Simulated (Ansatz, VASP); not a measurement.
**Mo: VASP beside Ansatz**

```xyz
1
Lattice="0.0000 2.0317 2.0317 2.0317 0.0000 2.0317 2.0317 2.0317 0.0000" Properties=species:S:1:pos:R:3 pbc="T T T"
Mo    0.0000    0.0000    0.0000
```

Alike in both runs: task single point; functional PBE; k mesh 10 × 10 × 10; occupations fermi-dirac, width 0.15 eV; no spin polarisation.

```csv
,VASP,Ansatz
version,VASP 6.6.1,Ansatz 0.2.0
potentials or method,"VASP PAW PBE potentials, release 64 (Mo_sv), cutoff 520 eV","plane waves, PAW"
valence electrons in the cell,14,14
```

```tsv
	VASP	Ansatz	Ansatz less VASP
pressure (GPa)	-9.2	-9.6	-0.38
```

The functional is the same, so the differences come from potentials, cutoffs and numerics.
